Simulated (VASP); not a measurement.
Write the native input for VASP 6.6.1 that does the following.

* Task: single point
* Functional: PBEsol
* Potentials or basis: VASP PAW PBE potentials, release 64 (W_sv)
* Cutoff: 520 eV
* k mesh: 11 × 11 × 11
* Occupations: fermi-dirac, width 0.05 eV
* Spin: no spin polarisation
* Dipole correction: no
* Further INCAR settings: ALGO = Normal; EDIFF = 1e-06; NBANDS = 13

The structure of W lies in POSCAR:

```
W
1.0
    0.0000000000      1.9896219424      1.9896219424
    1.9896219424      0.0000000000      1.9896219424
    1.9896219424      1.9896219424      0.0000000000
W
1
Direct
    0.0000000000      0.0000000000      0.0000000000
```

The input as run:

INCAR

```
SYSTEM = W
PREC     = Accurate       ! precision mode
ENCUT    = 520            ! plane-wave cutoff, eV
EDIFF    = 1E-6           ! SCF threshold, eV
ISMEAR   = -1             ! smearing method
SIGMA    = 0.05           ! smearing width, eV
LREAL    = .False.        ! projectors in reciprocal space
LASPH    = .True.         ! aspherical terms in the spheres
NELM     = 60             ! most SCF steps
ALGO     = Normal         ! electronic algorithm
ISIF     = 2              ! what is computed and relaxed
LWAVE    = .False.        ! write WAVECAR
LCHARG   = .False.        ! write CHGCAR
GGA      = PS             ! functional
NBANDS   = 13             ! bands
```

KPOINTS

```
Automatic mesh
0
Gamma
  11 11 11
  0 0 0
```

Potentials or basis: VASP PAW PBE potentials, release 64 (W_sv).

The run is started by

```bash
$ cat potpaw_PBE.64/W_sv/POTCAR > POTCAR
$ mpirun -np 1 vasp_std > vasp.out
```

Results of the run:

| Property | Result |
| --- | --- |
| Pressure | 5.6 GPa |
| Band gap on the k mesh | zero (band 7 reaches 13.79 eV, above the bottom of band 8 at 10.27 eV) |

Caveat: the PAW data sets were made with another functional, which shifts forces and pressure a little; spin-orbit coupling is left out, which moves the levels of the heavy elements.

It took 5.2 s on 1 thread of Intel(R) Xeon(R) 6975P-C (Granite Rapids), on a shared host, peak memory 0.14 GiB.
